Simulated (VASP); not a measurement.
A run of VASP 6.6.1:

File POSCAR:

```
BAs
1.0
    2.8687172509      0.0000000000      0.0000000000
    0.0000000000      2.5130432175      0.0000000000
    0.0000000000      0.0000000000      3.3936956894
B As
1 1
Direct
    0.0000000000      0.5000000000      0.0000000000
    0.5000000000      0.5000000000      0.5000000000
```

Contents of INCAR.step1:

```
SYSTEM = BAs
ALGO = Normal
EDIFF = 1E-5
ENCUT = 520
GGA = PE
ISIF = 2
ISMEAR = -1
LASPH = .TRUE.
LCHARG = .FALSE.
LREAL = .FALSE.
LWAVE = .TRUE.
NBANDS = 11
NELM = 80
PREC = Accurate
SIGMA = 0.05
```

File INCAR.step2:

```
SYSTEM = BAs
AEXX = 0.25
ALGO = Normal
EDIFF = 1E-7
ENCUT = 520
GGA = PS
ISIF = 2
ISMEAR = -1
ISTART = 1
LASPH = .TRUE.
LCHARG = .FALSE.
LHFCALC = .TRUE.
LREAL = .FALSE.
LWAVE = .FALSE.
NBANDS = 11
NELM = 80
PREC = Accurate
PRECFOCK = Normal
SIGMA = 0.05
```

Contents of KPOINTS:

```
k-points
0
G
  6 4 3
  0 0 0
```

Potentials or basis: VASP PAW PBE potentials, release 64 (B, As).

The run is started by

```bash
$ cat potpaw_PBE.64/B/POTCAR potpaw_PBE.64/As/POTCAR > POTCAR
$ cp INCAR.step1 INCAR
$ mpirun -np 1 vasp_std > vasp.out
$ cp INCAR.step2 INCAR
$ mpirun -np 1 vasp_std > vasp.out
```

Hardware: 1 thread of Intel(R) Xeon(R) Platinum 8259CL CPU @ 2.50GHz (Skylake/Cascade Lake), on a shared host.

**Question.** Estimate the wall time of this run.

**Answer.** It took 5.7 min on 1 thread of Intel(R) Xeon(R) Platinum 8259CL CPU @ 2.50GHz (Skylake/Cascade Lake) (shared host), peak memory 0.15 GiB. Counts: k points 24.
